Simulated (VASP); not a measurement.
## ZnS: single point with r2SCAN

Crystal: ZnS.

```
Zn S
1.0
     0.00000    2.66408    2.70465
     2.74522    0.00000    2.70465
     2.74522    2.66408    0.00000
Zn S
1 1
Cartesian
  0.0000 0.0000 0.0000
  4.1178 3.9961 4.0570
```

This cell differs from its parent crystal: strain +0.0150 x Voigt [1, -1, 0, 0, 0, 0].

| Property | Result |
| --- | --- |
| Program | VASP 6.6.1 |
| Task | single point |
| Functional | r2SCAN |
| Potentials or basis | VASP PAW PBE potentials, release 64 (Zn, S) |
| Cutoff | 520 eV |
| k mesh | 8 × 8 × 8 |
| Occupations | gaussian, width 0.05 eV |
| Spin | no spin polarisation |

The pressure is -0.8 GPa and the band gap on the k mesh is 2.61 eV, direct.

Stress tensor (GPa, compression positive):
```
-1.52  0.00  0.00
 0.00 -0.22  0.00
 0.00  0.00 -0.76
```

Levels at points of the mesh, in eV from the valence-band top:
| k point | band 7 | band 8 | band 9 | band 10 | band 11 | band 12 |
| --- | --- | --- | --- | --- | --- | --- |
| (0.00, 0.00, 0.00) | -0.11 | -0.05 | 0.00 | 2.61 | 6.86 | 6.86 |
| (0.50, 0.00, 0.00) | -5.42 | -1.01 | -0.86 | 3.75 | 7.24 | 7.47 |
| (0.50, 0.50, 0.00) | -4.65 | -2.35 | -2.29 | 3.68 | 4.44 | 11.68 |
| (0.50, 0.00, 0.50) | -4.56 | -2.42 | -2.38 | 3.61 | 4.28 | 11.86 |
| (0.00, 0.50, 0.50) | -4.74 | -2.26 | -2.22 | 3.77 | 4.58 | 11.51 |

Run time: 3.7 min on 1 thread of Intel(R) Xeon(R) Platinum 8488C (Sapphire Rapids), with other jobs on the host, peak memory 0.2 GiB.

Caveat: the cell differs from its parent crystal (strain +0.0150 x Voigt [1, -1, 0, 0, 0, 0]); the PAW data sets were made with another functional, which shifts forces and pressure a little.
